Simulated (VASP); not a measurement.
**As: single point with PBE**

Crystal: As.

```
As
1.0
     0.00000    1.60780    1.60780
     1.60780    0.00000    1.60780
     1.60780    1.60780    0.00000
As
1
Direct
  0.00000 0.00000 0.00000
```

This cell differs from its parent crystal: volume scaled by 0.43.

```json
{
 "Program": "VASP 6.6.1",
 "Task": "single point",
 "Functional": "PBE",
 "Potentials or basis": "VASP PAW PBE potentials, release 64 (As)",
 "Cutoff": "520 eV",
 "k mesh": "15 × 15 × 15",
 "Occupations": "fermi-dirac, width 0.05 eV",
 "Spin": "no spin polarisation",
 "Dipole correction": "no",
 "Further INCAR settings": "ALGO = Normal; EDIFF = 1e-07; NBANDS = 8"
}
```

```json
{
  "Pressure": "431.3 GPa"
}
```

Levels at points of the mesh, in eV from the Fermi level:
```
           k point  band 1  band 2  band 3  band 4  band 5  band 6  band 7
(0.00, 0.00, 0.00)  -26.61   15.39   15.39   15.39   16.28   16.61   16.61
```

Wall time 7.6 s on 1 thread of Intel(R) Xeon(R) Platinum 8259CL CPU @ 2.50GHz (Skylake/Cascade Lake) (shared host), peak memory 0.12 GiB.
